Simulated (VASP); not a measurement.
# CoO (I4/mmm) in VASP: a series of runs, part 2 of 2

VASP 6.6.1. The steps go on from the part before.

## (4) Single point, PBE, collinear spin, ferromagnetic start (zz strain of +1 %)

INCAR

```
PREC = Accurate
ENCUT = 600
EDIFF = 1E-6
ISMEAR = -1
SIGMA = 0.03
LREAL = F
LASPH = T
NELM = 200
ALGO = Normal
ISIF = 2
LWAVE = F
LCHARG = F
ISPIN = 2
MAGMOM = 2 0
LORBIT = 11
LMAXMIX = 4
GGA = PE
NBANDS = 18
ISYM = 0
GGA_COMPAT = F
KPAR = 4
```

KPOINTS

```
Automatic mesh
0
Gamma
  13 13 15
```

POSCAR

```
CoO
1.0
   -1.5080001529      1.5080001529      2.1283224544
    1.5080001529     -1.5080001529      2.1283224544
    1.5080001529      1.5080001529     -2.1283224544
Co O
1 1
Direct
    0.0000000000      0.0000000000      0.0000000000
    0.5000000000      0.5000000000      0.0000000000
```

Potentials or basis: VASP PAW PBE potentials, release 64 (Co, O).

Command:

```
> cat potpaw_PBE.64/Co/POTCAR potpaw_PBE.64/O/POTCAR > POTCAR
> mpirun -np 4 vasp_std > vasp.out
```

OUTCAR:

```text
PREC = Accurate
   ENCUT = 600
   EDIFF = 1E-6
   ISMEAR = -1
   LREAL = F
   LASPH = T
   NELM = 200
   ISIF = 2
   ISPIN = 2
   LORBIT = 11
   GGA = PE
   ISYM = 0

 ion  position               nearest neighbor table
   1  0.000  0.000  0.000-   2 2.13   2 2.13   2 2.13   2 2.13   2 2.13   2 2.13
   2  0.500  0.500  0.000-   1 2.13   1 2.13   1 2.13   1 2.13   1 2.13   1 2.13

IMPORTANT INFORMATION: All symmetrisations will be switched off!
NOSYMM: (Re-)initialisation of all symmetry stuff for point group C_1.

----------------------------------------------------------------------------------------

                                     Primitive cell

  volume of cell :      19.3598

  direct lattice vectors                    reciprocal lattice vectors
    -1.508000153  1.508000153  2.128322454     0.000000000  0.331564953  0.234926808
     1.508000153 -1.508000153  2.128322454     0.331564953  0.000000000  0.234926808
     1.508000153  1.508000153 -2.128322454     0.331564953  0.331564953  0.000000000

  length of vectors
     3.012952936  3.012952936  3.012952936     0.406356891  0.406356891  0.468903654

  position of ions in fractional coordinates (direct lattice)
     0.000000000  0.000000000  0.000000000
     0.500000000  0.500000000  0.000000000

  ion indices of the primitive-cell ions
   primitive index   ion index
                 1           1
                 2           2

----------------------------------------------------------------------------------------

 KPOINTS: Automatic mesh

Automatic generation of k-mesh.
 Grid dimensions read from file:
 generate k-points for:   13   13   15

 Generating k-lattice:

  Cartesian coordinates                     Fractional coordinates (reciprocal lattice)
     0.000000000  0.025504996  0.018071293     0.076923077  0.000000000  0.000000000
[... 117 lines left out ...]

 number of electron      15.0000007 magnetization       2.9311534

 Free energy of the ion-electron system (eV)
  ---------------------------------------------------
  ext. energy  EPLUGINS =         0.00000000
  ---------------------------------------------------
  free energy    TOTEN  =       -13.05273853 eV

  energy without entropy =      -13.04064328  energy(sigma->0) =      -13.04669090

 E-fermi :   7.8763     XC(G=0): -12.3977

 val. band max:        7.8757575648   @ k =   0.2308   0.0769   0.4667
 cond. band min:       7.8762995089   @ k =  -0.2308  -0.3846   0.2000
 fundamental gap:      0.0005419441
 Fermi energy:         7.8762621250

 spin component 1

 k-point     1 :       0.0000    0.0000    0.0000
  band No.  band energies     occupation
      1     -12.2903      1.00000
      2       4.6018      1.00000
      3       4.6031      1.00000
      4       4.7712      1.00000
      5       4.7769      1.00000
      6       4.7775      1.00000
[... 493 lines left out ...]
     17      35.7721      0.00000
     18      36.9114      0.00000

 [... further k-points ...]

 spin component 2

 k-point     1 :       0.0000    0.0000    0.0000
  band No.  band energies     occupation
      1     -11.7772      1.00000
      2       5.3412      1.00000
      3       5.3512      1.00000
      4       5.3516      1.00000
      5       6.7808      1.00000
      6       6.7813      1.00000
[... 493 lines left out ...]
     17      36.3088      0.00000
     18      37.4902      0.00000

 [... further k-points ...]

------------------------ aborting loop because EDIFF is reached ----------------------------------------

  FORCE on cell =-STRESS in cart. coord.  units (eV):
  Direction    XX          YY          ZZ          XY          YZ          ZX
  --------------------------------------------------------------------------------------
  -------------------------------------------------------------------------------------
  Total       -0.2944234     -0.2944412     -0.2929527      0.0009638      0.0000183      0.0000173
  in kB      -24.3659118    -24.3673862    -24.2442002      0.0797621      0.0015116      0.0014307
  external PRESSURE =     -24.3258327 kB  Pullay stress =       0.0000000 kB

 VOLUME and BASIS-vectors are now :
 -----------------------------------------------------------------------------
  energy-cutoff  :      600.00
  volume of cell :       19.36
      direct lattice vectors                 reciprocal lattice vectors
    -1.508000153  1.508000153  2.128322454     0.000000000  0.331564953  0.234926808
     1.508000153 -1.508000153  2.128322454     0.331564953  0.000000000  0.234926808
     1.508000153  1.508000153 -2.128322454     0.331564953  0.331564953  0.000000000

 POSITION                                       TOTAL-FORCE (eV/Angst)
 -----------------------------------------------------------------------------------
      0.00000      0.00000      0.00000        -0.000000     -0.000000      0.000000
      0.00000      0.00000      2.12832         0.000000      0.000000     -0.000000
 -----------------------------------------------------------------------------------
    total drift:                                0.000000     -0.000000     -0.000001

  FREE ENERGIE OF THE ION-ELECTRON SYSTEM (eV)
  ---------------------------------------------------
  free  energy   TOTEN  =       -13.0527385272 eV

  energy  without entropy=      -13.0406432812  energy(sigma->0) =      -13.04669090

 total charge

# of ion       s       p       d       tot
------------------------------------------
    1        0.293   0.355   7.139   7.788
    2        1.552   3.425   0.000   4.978
--------------------------------------------------
tot          1.846   3.780   7.139  12.765

 magnetization (x)

# of ion       s       p       d       tot
------------------------------------------
    1        0.020   0.018   2.536   2.574
    2        0.029   0.277   0.000   0.306
--------------------------------------------------
tot          0.049   0.295   2.536   2.880
```

OSZICAR:

```text
N       E                     dE             d eps       ncg     rms          rms(c)
DAV:   1     0.862596277788E+02    0.86260E+02   -0.72063E+03 94242   0.107E+03
DAV:   2    -0.979750832089E+01   -0.96057E+02   -0.82703E+02 96168   0.239E+02
DAV:   3    -0.153908080341E+02   -0.55933E+01   -0.53975E+01105752   0.603E+01
DAV:   4    -0.154503791965E+02   -0.59571E-01   -0.59510E-01111854   0.594E+00
DAV:   5    -0.154517028763E+02   -0.13237E-02   -0.13234E-02113958   0.889E-01    0.167E+01
DAV:   6    -0.143409959320E+02    0.11107E+01   -0.16803E+01118342   0.608E+01    0.204E+01
DAV:   7    -0.131775978893E+02    0.11634E+01   -0.74123E+00114356   0.480E+01    0.825E+00
DAV:   8    -0.130697094413E+02    0.10789E+00   -0.42720E-01132050   0.101E+01    0.414E+00
DAV:   9    -0.130756372199E+02   -0.59278E-02   -0.27479E-01135636   0.869E+00    0.291E+00
DAV:  10    -0.130541756502E+02    0.21462E-01   -0.99172E-02134760   0.594E+00    0.541E-01
DAV:  11    -0.130529348926E+02    0.12408E-02   -0.20347E-02128224   0.190E+00    0.319E-01
DAV:  12    -0.130527127218E+02    0.22217E-03   -0.20870E-03135310   0.672E-01    0.497E-02
DAV:  13    -0.130527516417E+02   -0.38920E-04   -0.21509E-04109080   0.115E-01    0.636E-02
DAV:  14    -0.130527507436E+02    0.89810E-06   -0.23783E-05124824   0.379E-02    0.505E-02
DAV:  15    -0.130527496452E+02    0.10984E-05   -0.13960E-05102560   0.562E-02    0.560E-02
DAV:  16    -0.130527352541E+02    0.14391E-04   -0.55446E-05113228   0.155E-01    0.206E-02
DAV:  17    -0.130527390015E+02   -0.37474E-05   -0.48464E-06101986   0.183E-02    0.209E-02
DAV:  18    -0.130527385272E+02    0.47437E-06   -0.44904E-06 89068   0.440E-02
   1 F= -.13052739E+02 E0= -.13046691E+02  d E =-.120952E-01  mag=     2.9315
```

stdout:

```text
POSCAR found type information on POSCAR CoO
 POSCAR found :  2 types and       2 ions
 scaLAPACK will be used
 LDA part: xc-table for (Slater+PW92), standard interpolation
 -----------------------------------------------------------------------------
|                                                                             |
|           W    W    AA    RRRRR   N    N  II  N    N   GGGG   !!!           |
|           W    W   A  A   R    R  NN   N  II  NN   N  G    G  !!!           |
|           W    W  A    A  R    R  N N  N  II  N N  N  G       !!!           |
|           W WW W  AAAAAA  RRRRR   N  N N  II  N  N N  G  GGG   !            |
|           WW  WW  A    A  R   R   N   NN  II  N   NN  G    G                |
|           W    W  A    A  R    R  N    N  II  N    N   GGGG   !!!           |
|                                                                             |
|     Your reciprocal lattice and k-lattice belong to different lattice       |
|     classes:                                                                |
|                                                                             |
|        The reciprocal lattice is body-centered tetragonal,                  |
|        whereas your k-lattice is base-centered monoclinic.                  |
|                                                                             |
|     Results are often still useful ...                                      |
|                                                                             |
 -----------------------------------------------------------------------------

 POSCAR, INCAR and KPOINTS ok, starting setup
 FFT: planning ... GRIDC
 FFT: planning ... GRID_SOFT
 FFT: planning ... GRID
 WAVECAR not read
 entering main loop
```

Run time: 8.8 min. Hardware: 4 MPI ranks of Oxide Virtual Turin-like, shared host; peak memory 0.81 GiB.

Results:

- Free energy: -13.0527 eV
- Pressure: -2.4 GPa
- Net moment: 2.93 μB per cell
- Site moments: Co +2.57; O +0.31 μB
- Valence electrons inside the program's atomic spheres: Co 7.79; O 4.98

Levels at points of the mesh, in eV from the Fermi level:
Spin up:
```csv
k point,band 7,band 8,band 9,band 10,band 11,band 12
"(0.00, 0.00, 0.00)",-3.09,-3.08,-3.06,1.00,16.86,18.12
```
Spin down:
```csv
k point,band 2,band 3,band 4,band 5,band 6,band 7,band 8,band 9,band 10,band 11
"(0.00, 0.00, 0.00)",-2.54,-2.53,-2.52,-1.10,-1.09,-1.09,0.06,0.07,1.54,16.77
```

Caveat: the cell differs from its parent crystal (zz strain of +1 %); a cell with one magnetic atom can't hold antiferromagnetic order, which such compounds often take; semilocal functionals often make such compounds metallic where correlation or magnetic order opens a gap, which also shifts bond lengths.

## (5) Overview

| cell | cutoff (eV) | gap on the mesh (eV) | pressure (GPa) | moment (μB) |
| --- | --- | --- | --- | --- |
| a = 2.983 Å, angles 119.3, 119.3, 91.3°, 2 atoms | 600 | none | 1.1 | 2.88 |
| a = 2.998 Å, angles 119.6, 119.6, 90.7°, 2 atoms | 520 | none | -0.5 | 2.91 |
| a = 3.013 Å, angles 119.9, 119.9, 90.1°, 2 atoms | 600 | none | -2.4 | 2.93 |

Alike in all rows: task single point; level PBE; potentials or basis VASP PAW PBE potentials, release 64 (Co, O); spin collinear, ferromagnetic start; k mesh 13 × 13 × 15; smearing fermi-dirac 0.03 eV.

Caveats: a cell with one magnetic atom can't hold antiferromagnetic order, which such compounds often take; semilocal functionals often make such compounds metallic where correlation or magnetic order opens a gap, which also shifts bond lengths.

Absolute energies hang on the potentials; compare differences alone.
